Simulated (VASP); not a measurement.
# HPt3 in VASP: notebook

The runs below take HPt3 through relaxation of the atoms, with PBEsol.

Program: VASP 6.6.1. These are calculated values, not measurements. Logs are shortened: lines on timing, memory, paths and dates and some standing lists are left out, and cuts for length are marked.

## (1) The cell of the first run

The cell holds a slab with vacuum, 4 atoms: a = 2.770 Å, b = 2.770 Å, c = 19.298 Å, α = 90.00°, β = 90.00°, γ = 90.00°.

## (2) Relaxation of the atoms, PBEsol

Contents of INCAR:

```
SYSTEM = HPt3
ALGO = Normal
DIPOL = 0.5 0.5 0.343
EDIFF = 1E-6
EDIFFG = -0.025
ENCUT = 520
GGA = PS
IBRION = 2
IDIPOL = 3
ISIF = 2
ISMEAR = 0
LASPH = .True.
LCHARG = .False.
LDIPOL = .True.
LREAL = .False.
LWAVE = .False.
NELM = 80
NSW = 36
PREC = Accurate
SIGMA = 0.1
```

Contents of KPOINTS:

```
k-points
0
Gamma
  10 10 1
  0 0 0
```

Contents of POSCAR:

```
HPt3
1.0
    2.7704032196      0.0000000000      0.0000000000
    0.0000000000      2.7704032196      0.0000000000
    0.0000000000      0.0000000000     19.2978325186
Pt H
3 1
Selective dynamics
Direct
    0.5000000000      0.5000000000      0.2072771642  F F F
    0.0000000000      0.0000000000      0.3057065440  F F F
    0.5000000000      0.5000000000      0.4040781529  F F F
    0.6666666667      1.0000000000      0.4536616593  F F T
```

Potentials or basis: VASP PAW PBE potentials, release 64 (Pt, H).

Run with:

```console
cat potpaw_PBE.64/Pt/POTCAR potpaw_PBE.64/H/POTCAR > POTCAR
mpirun -np 1 vasp_std > vasp.out
```

OUTCAR:

```text
SYSTEM = HPt3
   EDIFF = 1E-6
   EDIFFG = -0.025
   ENCUT = 520
   GGA = PS
   IBRION = 2
   ISIF = 2
   ISMEAR = 0
   LASPH = .True.
   LREAL = .False.
   NELM = 80
   NSW = 36
   PREC = Accurate

 ion  position               nearest neighbor table
   1  0.500  0.500  0.207-   2 2.73   2 2.73   2 2.73   2 2.73
   2  0.000  0.000  0.306-   3 2.73   3 2.73   3 2.73   3 2.73   1 2.73   1 2.73   1 2.73   1 2.73

   3  0.500  0.500  0.404-   4 1.75   4 1.75   2 2.73   2 2.73   2 2.73   2 2.73
   4  0.667  0.000  0.454-   3 1.75   3 1.75

  LATTYP: Found a simple tetragonal cell.
 ALAT       =     2.7704032196
 C/A-ratio  =     6.9657125656

  Lattice vectors:

 A1 = (   2.7704032196,   0.0000000000,   0.0000000000)
 A2 = (   0.0000000000,   2.7704032196,   0.0000000000)
 A3 = (   0.0000000000,   0.0000000000,  19.2978325186)

Analysis of symmetry for initial positions (statically):
=====================================================================
 Subroutine PRICEL returns:
 Original cell was already a primitive cell.

 Routine SETGRP: Setting up the symmetry group for a
 simple tetragonal supercell.

 Subroutine GETGRP returns: Found  2 space group operations
 (whereof  2 operations were pure point group operations)
 out of a pool of 16 trial point group operations.

The static configuration has the point symmetry C_1h.

Analysis of symmetry for dynamics (positions and initial velocities):
=====================================================================
 Subroutine PRICEL returns:
 Original cell was already a primitive cell.

 Routine SETGRP: Setting up the symmetry group for a
 simple tetragonal supercell.

 Subroutine GETGRP returns: Found  2 space group operations
 (whereof  2 operations were pure point group operations)
 out of a pool of 16 trial point group operations.

The dynamic configuration has the point symmetry C_1h.

Analysis of constrained symmetry for selective dynamics:
=====================================================================
 Subroutine PRICEL returns:
 Original cell was already a primitive cell.

 Routine SETGRP: Setting up the symmetry group for a
 simple tetragonal supercell.

 Subroutine GETGRP returns: Found  2 space group operations
 (whereof  2 operations were pure point group operations)
 out of a pool of 16 trial point group operations.

The constrained configuration has the point symmetry C_1h.

 Subroutine INISYM returns: Found  2 space group operations
 (whereof  2 operations are pure point group operations),
 and found     1 'primitive' translations

----------------------------------------------------------------------------------------

                                     Primitive cell

  volume of cell :     148.1135

  direct lattice vectors                    reciprocal lattice vectors
     2.770403220  0.000000000  0.000000000     0.360958287  0.000000000  0.000000000
     0.000000000  2.770403220  0.000000000     0.000000000  0.360958287  0.000000000
     0.000000000  0.000000000 19.297832519     0.000000000  0.000000000  0.051819291

  length of vectors
     2.770403220  2.770403220 19.297832519     0.360958287  0.360958287  0.051819291

  position of ions in fractional coordinates (direct lattice)
     0.500000000  0.500000000  0.207277164
     0.000000000  0.000000000  0.305706544
     0.500000000  0.500000000  0.404078153
     0.666666667  0.000000000  0.453661659

  ion indices of the primitive-cell ions
   primitive index   ion index
                 1           1
                 2           2
                 3           3
                 4           4

----------------------------------------------------------------------------------------

 KPOINTS: k-points

Automatic generation of k-mesh.
 Grid dimensions read from file:
 generate k-points for:   10   10    1

 Generating k-lattice:

  Cartesian coordinates                     Fractional coordinates (reciprocal lattice)
     0.036095829  0.000000000  0.000000000     0.100000000  0.000000000  0.000000000
     0.000000000  0.036095829  0.000000000     0.000000000  0.100000000  0.000000000
     0.000000000  0.000000000  0.051819291     0.000000000  0.000000000  1.000000000

  Length of vectors
     0.036095829  0.036095829  0.051819291

  Shift w.r.t. Gamma in fractional coordinates (k-lattice)
     0.000000000  0.000000000  0.000000000

 Subroutine IBZKPT returns following result:
 ===========================================

 Found     36 irreducible k-points:

 Following reciprocal coordinates:
            Coordinates               Weight
  0.000000  0.000000  0.000000      1.000000
  0.100000  0.000000  0.000000      2.000000
  0.000000  0.100000  0.000000      2.000000
  0.200000  0.000000  0.000000      2.000000
  0.000000  0.200000  0.000000      2.000000
  0.300000  0.000000  0.000000      2.000000
[... 16 lines left out ...]
 -0.200000  0.300000  0.000000      4.000000
  0.400000  0.200000  0.000000      4.000000
 [... further k-points ...]
   k-points           NKPTS =     36   k-points in BZ     NKDIM =     36   number of bands    NBANDS=     19
   number of dos      NEDOS =    301   number of ions     NIONS =      4
   total plane-waves  NPLWV =  82944
   dimension x,y,z NGX =    24 NGY =   24 NGZ =  144
   dimension x,y,z NGXF=    48 NGYF=   48 NGZF=  288
   ions per type =               3   1
   NGX,Y,Z   is equivalent  to a cutoff of  14.40, 14.40, 12.41 a.u.
   NGXF,Y,Z  is equivalent  to a cutoff of  28.80, 28.80, 24.81 a.u.
 SYSTEM =  HPt3
   PREC   = accura    normal or accurate (medium, high low for compatibility)
   ISTART =      0    job   : 0-new  1-cont  2-samecut
   ICHARG =      2    charge: 1-file 2-atom 10-const
   ISPIN  =      1    spin polarized calculation?
   LNONCOLLINEAR =      F non collinear calculations
   LSORBIT =      F    spin-orbit coupling
   LASPH  =      T    aspherical Exc in radial PAW
   ENCUT  =  520.0 eV  38.22 Ry    6.18 a.u.   5.15  5.15 35.88*2*pi/ulx,y,z
   NELM   =     80;   NELMIN=  2; NELMDL= -5     # of ELM steps
   EDIFF  = 0.1E-05   stopping-criterion for ELM
   LREAL  =      F    real-space projection
   EDIFFG = -.3E-01   stopping-criterion for IOM
   NSW    =     36    number of steps for IOM
   IBRION =      2    ionic relax: 0-MD 1-quasi-New 2-CG
   NFREE  =      1    steps in history (QN), initial steepest desc. (CG)
   ISIF   =      2    stress and relaxation
   ISYM   =      2    0-nonsym 1-usesym 2-fastsym
   POTIM  = 0.5000    time-step for ionic-motion
   TEBEG  =    0.0;   TEEND  =   0.0 temperature during run
   PSTRESS=    0.0 pullay stress
   NELECT =      31.0000    total number of electrons
   NUPDOWN=      -1.0000    fix difference up-down
   EMIN   =  10.00;   EMAX   =-10.00  energy-range for DOS
   EFERMI =   0.00;   METHOD = LEGACY
   ISMEAR =     0;   SIGMA  =   0.10  broadening in eV -4-tet -1-fermi 0-gaus
   EFERMI_NEDOS =   21; number of points for ismear=-14 and -15
   IALGO  =     38    algorithm
   IMIX   =      4    mixing-type and parameters
     AMIX     =   0.40;   BMIX     =  1.00
     AMIX_MAG =   1.60;   BMIX_MAG =  1.00
  volume/ion in A,a.u.               =      37.03       249.88
  Fermi-wavevector in a.u.,A,eV,Ry     =   0.971995  1.836804 12.854426  0.944774
  Thomas-Fermi vector in A             =   2.102257
   LORBIT       =      0    0 simple, 1 ext, 2 COOP (PROOUT), +10 PAW based schemes
   GGA     = PS    functional components
   LHFCALC =     F    Hartree Fock is set to
   AEXX    =    0.0000 exact exchange contribution
   IVDW    =     0    specifies the selected vdW correction
   LEPSILON=     F    determine dielectric tensor
   LRPA    =     F    only Hartree local field effects (RPA)
 conjugate gradient relaxation of ions
 non-spin polarized calculation
 Gauss-broadening in eV      SIGMA  =   0.10
  energy-cutoff  :      520.00
  volume of cell :      148.11
 maximum number of plane-waves:      4015
 NGX is ok and might be reduce to    24
   NGX = 11   NGY = 11   NGZ = 71

 dipolmoment           0.000000      0.000000      0.001033 electrons x Angstroem

--------------------------------------- Ionic step        1  -------------------------------------------

 number of electron      30.9999998 magnetization

 Free energy of the ion-electron system (eV)
  ---------------------------------------------------
  ext. energy  EPLUGINS =         0.00000000
  ---------------------------------------------------
  free energy    TOTEN  =       -22.69913642 eV

  energy without entropy =      -22.66742241  energy(sigma->0) =      -22.68327942

------------------------ aborting loop because EDIFF is reached ----------------------------------------

 vacuum level on the upper side and lower side of the slab       (xc-potential included)        -0.297        -0.088

  FORCE on cell =-STRESS in cart. coord.  units (eV):
  Direction    XX          YY          ZZ          XY          YZ          ZX
  --------------------------------------------------------------------------------------
  -------------------------------------------------------------------------------------
  Total       -2.1104618     -2.0397111      1.9466609      0.0000000      0.0000000     -0.0029260
  in kB      -22.8293522    -22.0640248     21.0574799      0.0000000      0.0000000     -0.0316514
  external PRESSURE =      -7.9452991 kB  Pullay stress =       0.0000000 kB
[... 63 lines left out ...]
--------------------------------------- Ionic step        3  -------------------------------------------

 number of electron      30.9999998 magnetization

 dipolmoment           0.000000      0.000000     -0.010197 electrons x Angstroem

 Free energy of the ion-electron system (eV)
  ---------------------------------------------------
  ext. energy  EPLUGINS =         0.00000000
  ---------------------------------------------------
  free energy    TOTEN  =       -22.70439880 eV

  energy without entropy =      -22.67253126  energy(sigma->0) =      -22.68846503

 E-fermi :  -0.4050     XC(G=0):  -5.2484

 val. band max:       -0.4126474332   @ k =  -0.3000   0.4000   0.0000
 cond. band min:      -0.3852235102   @ k =   0.3000   0.1000   0.0000
 fundamental gap:      0.0274239230
 Fermi energy:        -0.4050407795

 k-point     1 :       0.0000    0.0000    0.0000
  band No.  band energies     occupation
      1     -10.2432      2.00000
      2      -8.4134      2.00000
      3      -7.0527      2.00000
      4      -6.8554      2.00000
      5      -5.7198      2.00000
      6      -4.5587      2.00000
[... 505 lines left out ...]
      6      -4.8084      2.00000
[... 11 lines left out ...]
     18       2.8864      0.00000
     19       4.3722      0.00000

 [... further k-points ...]

------------------------ aborting loop because EDIFF is reached ----------------------------------------

 vacuum level on the upper side and lower side of the slab       (xc-potential included)        -0.125         0.108

  FORCE on cell =-STRESS in cart. coord.  units (eV):
  Direction    XX          YY          ZZ          XY          YZ          ZX
  --------------------------------------------------------------------------------------
  -------------------------------------------------------------------------------------
  Total       -2.1803654     -2.4775625      1.6432872      0.0000000      0.0000000     -0.1328425
  in kB      -23.5855150    -26.8003649     17.7758165      0.0000000      0.0000000     -1.4369882
  external PRESSURE =     -10.8700212 kB  Pullay stress =       0.0000000 kB
[... 19 lines left out ...]
  FREE ENERGIE OF THE ION-ELECTRON SYSTEM (eV)
  ---------------------------------------------------
  free  energy   TOTEN  =       -22.7043988038 eV

  energy  without entropy=      -22.6725312607  energy(sigma->0) =      -22.68846503

 reached required accuracy - stopping structural energy minimisation

 vacuum level on the upper side and lower side of the slab         5.114         5.357
```

Run time: 2.3 min. Hardware: 1 thread of Intel Xeon Platinum 8488C (Sapphire Rapids), shared host; peak memory 0.33 GiB.

Results:

```
Free energy               : -22.7044 eV
Energy gained by relaxing : 1.3 meV/atom
Ionic steps               : 3
Band gap on the k mesh    : zero (an odd number of electrons rules out a gap without spin polarisation)
```

The path:
| step | energy change (eV) | largest force on free atoms (eV/Å) | pressure (GPa) |
| --- | --- | --- | --- |
| 1 | 0.0000 | 0.2581 | -0.79 |
| 2 | -0.0027 | 0.1789 | -0.89 |
| 3 | -0.0053 | 0.0021 | -1.09 |

Final structure:
```cif
data_structure
_symmetry_space_group_name_H-M 'P 1'
_symmetry_Int_Tables_number 1
_cell_length_a 2.7704
_cell_length_b 2.7704
_cell_length_c 19.2978
_cell_angle_alpha 90.000
_cell_angle_beta 90.000
_cell_angle_gamma 90.000
_cell_volume 148.11
loop_
_atom_site_label
_atom_site_type_symbol
_atom_site_fract_x
_atom_site_fract_y
_atom_site_fract_z
_atom_site_occupancy
Pt1 Pt 0.50000 0.50000 0.20728 1
Pt2 Pt 0.00000 0.00000 0.30571 1
Pt3 Pt 0.50000 0.50000 0.40408 1
H1 H 0.66667 0.00000 0.45577 1
```

Caveat: the PAW data sets were made with another functional, which shifts forces and pressure a little; spin-orbit coupling is left out, which moves the levels of the heavy elements.

## (3) Relaxation of the atoms, PBEsol

Contents of INCAR:

```
SYSTEM = HPt3
PREC = Accurate ; ENCUT = 520
EDIFF = 1E-6 ; ISMEAR = 0
SIGMA = 0.1 ; LREAL = .False.
LASPH = .True. ; NELM = 100
ALGO = Normal ; ISIF = 2
LWAVE = .False. ; LCHARG = .False.
LDIPOL = .True. ; IDIPOL = 3
DIPOL = 0.5 0.5 0.347 ; GGA = PS
IBRION = 2 ; NSW = 36
EDIFFG = -0.025
```

Contents of KPOINTS:

```
Automatic mesh
0
Gamma
  10 10 1
  0 0 0
```

Edit POSCAR of step 2 so:

```diff
@@ -12,2 +12,2 @@
     0.5000000000      0.5000000000      0.4040781529  F F F
-    0.6666666667      1.0000000000      0.4536616593  F F T
+    0.5000000000      0.8333333333      0.4703402488  F F T
```

Potentials or basis: VASP PAW PBE potentials, release 64 (Pt, H).

Run with:

```console
cat potpaw_PBE.64/Pt/POTCAR potpaw_PBE.64/H/POTCAR > POTCAR
mpirun -np 1 vasp_std > vasp.out
```

Run time: 5.1 min. Hardware: 1 thread of Intel Xeon Platinum 8259CL at 2.50GHz (Skylake/Cascade Lake), shared host; peak memory 0.33 GiB.

Results (log left out):

```yaml
Free_energy: -22.5920 eV
Energy_gained_by_relaxing: 0.6 meV/atom
Ionic_steps: 3
Band_gap_on_the_k_mesh: zero (an odd number of electrons rules out a gap without spin polarisation)
```

The path:
```csv
step,energy change (eV),largest force on free atoms (eV/Å),pressure (GPa)
1,0.0000,0.2371,-1.14
2,-0.0019,0.0945,-1.25
3,-0.0023,0.0002,-1.33
```

Final structure:
```
Pt H
1.0
     2.77040    0.00000    0.00000
     0.00000    2.77040    0.00000
     0.00000    0.00000   19.29783
Pt H
3 1
Cartesian
  1.3852 1.3852 4.0000
  0.0000 0.0000 5.8995
  1.3852 1.3852 7.7978
  1.3852 2.3087 9.0958
```

Levels at points of the mesh, in eV from the Fermi level:
```tsv
k point	band 14	band 15	band 16	band 17	band 18	band 19
(0.00, 0.00, 0.00)	-1.47	-0.53	-0.01	0.03	0.08	1.25
(0.50, 0.00, 0.00)	-0.33	-0.14	0.41	0.86	1.70	2.00
(0.00, 0.50, 0.00)	-0.35	-0.21	-0.06	1.47	1.62	2.68
(0.50, 0.50, 0.00)	0.56	0.96	1.77	3.45	5.16	7.26
```

Caveat: the PAW data sets were made with another functional, which shifts forces and pressure a little; spin-orbit coupling is left out, which moves the levels of the heavy elements.

The gap in the log of VASP goes by the Fermi energy; the results here count the filled bands.